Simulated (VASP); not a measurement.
A run of VASP 6.6.1 is set up as follows.

The input INCAR:

```
SYSTEM = Tc
ALGO = Normal
EDIFF = 1E-7
ENCUT = 520
GGA = PE
ISIF = 2
ISMEAR = -1
LASPH = .TRUE.
LCHARG = .TRUE.
LELF = .TRUE.
LREAL = .FALSE.
LVHAR = .TRUE.
LWAVE = .FALSE.
NBANDS = 12
NELM = 80
PREC = Accurate
SIGMA = 0.05
```

KPOINTS

```
k-points
0
G
  12 12 12
  0 0 0
```

The input POSCAR:

```
Tc
1.0
    0.0000000000      1.9236454180      1.9236454180
    1.9236454180      0.0000000000      1.9236454180
    1.9236454180      1.9236454180      0.0000000000
Tc
1
Direct
    0.0000000000      0.0000000000      0.0000000000
```

Potentials or basis: VASP PAW PBE potentials, release 64 (Tc_pv).

Command:

```sh
$ cat potpaw_PBE.64/Tc_pv/POTCAR > POTCAR
$ mpirun -np 1 vasp_std > vasp.out
```

Q: Estimate the pressure.

A: 5.1 GPa.
